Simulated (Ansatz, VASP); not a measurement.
## TiO2: VASP beside Ansatz

```
CELL_PARAMETERS angstrom
4.52731 0.00000 0.00000
0.00000 4.52731 0.00000
0.00000 0.00000 2.88977
ATOMIC_POSITIONS crystal
Ti 0.00000 0.00000 0.00785
Ti 0.50000 0.50000 0.50785
O 0.30510 0.30510 0.98826
O 0.19490 0.80510 0.48826
O 0.69490 0.69490 0.98826
O 0.80510 0.19490 0.48826
```

Change from the starting cell: mode 1 frozen in at -0.035 Å, equal normal strain along x, y and z -0.0250.

Alike in both runs: task single point; functional PBE; k mesh 6 × 6 × 10; occupations gaussian, width 0.05 eV; no spin polarisation.

|  | VASP | Ansatz |
| --- | --- | --- |
| version | VASP 6.6.1 | Ansatz 0.2.0 |
| potentials or method | VASP PAW PBE potentials, release 64 (Ti_sv, O), cutoff 520 eV | scalar-relativistic, plane waves, PAW |
| valence electrons in the cell | 48 | 48 |

```tsv
	VASP	Ansatz	Ansatz less VASP
gap on the k mesh at the Fermi level (eV)	2.10	2.13	+0.032
least direct gap on the mesh (eV)	2.13	2.16	+0.034
pressure (GPa)	21.6	20.9	-0.74
traceless stress, the component that is largest in VASP (GPa)	4.20	3.95	-0.250
rms of the force components (eV/Å)	0.264	0.246	-0.0179
```

Atom by atom the forces differ by 0.018 eV/Å (rms over components). The functional is the same, so the differences come from potentials, cutoffs and numerics.
